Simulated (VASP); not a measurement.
## HfOs3: single point with PBE

The system is HfOs3.

```xyz
4
Lattice="4.0259 0.0000 0.0000 0.0000 4.0259 0.0000 0.0000 0.0000 4.0259" Properties=species:S:1:pos:R:3 pbc="T T T"
Os    0.0000    2.0129    2.0129
Os    2.0129    0.0000    2.0129
Os    2.0129    2.0129    0.0000
Hf    0.0000    0.0000    0.0000
```

```json
{
 "Program": "VASP 6.6.1",
 "Task": "single point",
 "Functional": "PBE",
 "Potentials or basis": "VASP PAW PBE potentials, release 64 (Os, Hf_pv)",
 "Cutoff": "520 eV",
 "k mesh": "7 × 7 × 7",
 "Occupations": "fermi-dirac, width 0.05 eV",
 "Spin": "no spin polarisation",
 "Dipole correction": "no",
 "Further INCAR settings": "ALGO = Fast; EDIFF = 1e-06; NBANDS = 25"
}
```

- Pressure: -10.5 GPa
- Band gap on the k mesh: zero (band 17 reaches 9.76 eV, above the bottom of band 18 at 6.39 eV)

Levels at points of the mesh, in eV from the Fermi level:
```tsv
k point	band 13	band 14	band 15	band 16	band 17	band 18	band 19	band 20	band 21	band 22
(0.00, 0.00, 0.00)	-1.34	0.92	0.92	2.36	2.92	2.92	2.92	3.00	3.00	3.00
```

Wall time 19 s on 1 thread of AMD EPYC 9R45 96-Core Processor (Zen 5), with other jobs on the host, peak memory 0.15 GiB.

Caveat: spin-orbit coupling is left out, which moves the levels of the heavy elements.
